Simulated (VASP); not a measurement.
Runs of VASP 6.6.1 on CsB3. The structure is that of space group P6_3/mmc (No. 194), or close to it. The cells are those of the table. 

```tsv
task	cell	k mesh	cutoff (eV)	gap on the mesh (eV)	pressure (GPa)	relaxed volume (Å³/atom)	largest force (eV/Å)
relaxation of cell and atoms	relaxed from a = 6.891, b = 6.891, c = 3.369 Å, angles 90.0, 90.0, 120.0°, 8 atoms	6 × 6 × 12	600	none	0.0	(a)	-
single point	a = 6.874, b = 6.874, c = 3.379 Å, angles 90.0, 90.0, 120.0°, 8 atoms	6 × 6 × 12	520	none	0.2	-	0.02
relaxation of cell and atoms	relaxed from a = 6.891, b = 6.891, c = 3.360 Å, angles 90.0, 90.0, 120.0°, 8 atoms	3 × 3 × 6	600	none	0.2	17.31	0.02
single point	a = 6.891, b = 6.891, c = 3.369 Å, angles 90.0, 90.0, 120.0°, 8 atoms	3 × 3 × 6	520	none	0.2	-	0.02
```

Alike in all rows: level PBE; potentials or basis VASP PAW PBE potentials, release 64 (Cs_sv, B); no spin polarisation; smearing gaussian 0.1 eV.

Q: Estimate the missing entries.

A: (a) 17.33.

Caveats: spin-orbit coupling is left out, which moves the levels of the heavy elements.

A k mesh can miss the band edges, and the runs leave out spin-orbit coupling on Cs.

A gap of «none» marks levels without a gap at the run's occupations.
